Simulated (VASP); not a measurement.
W:

```
W
1.0
    -1.56111    1.56111    1.56111
     1.56111   -1.56111    1.56111
     1.56111    1.56111   -1.56111
W
1
Direct
  0.00000 0.00000 0.00000
```

Base run:

| Item | Value |
| --- | --- |
| Program | VASP 6.6.1 |
| Functional | PBE |
| Potentials or basis | VASP PAW PBE potentials, release 64 (W_sv) |
| Cutoff | 500 eV |
| k mesh | 8 × 8 × 8 |
| Occupations | fermi-dirac, width 0.1 eV |
| Spin | no spin polarisation |

Its results: band gap on the k mesh zero (band 7 reaches 17.51 eV, above the bottom of band 8 at 10.74 eV); pressure 21.5 GPa.

The run is repeated on the same cell with these changes: k mesh from 8 × 8 × 8 to 4 × 4 × 4. What comes out?

Band gap on the k mesh zero (band 7 reaches 17.60 eV, above the bottom of band 8 at 10.81 eV); pressure 19.8 GPa.

Caveats: some runs use coarse meshes; spin-orbit coupling is left out, which moves the levels of the heavy elements.
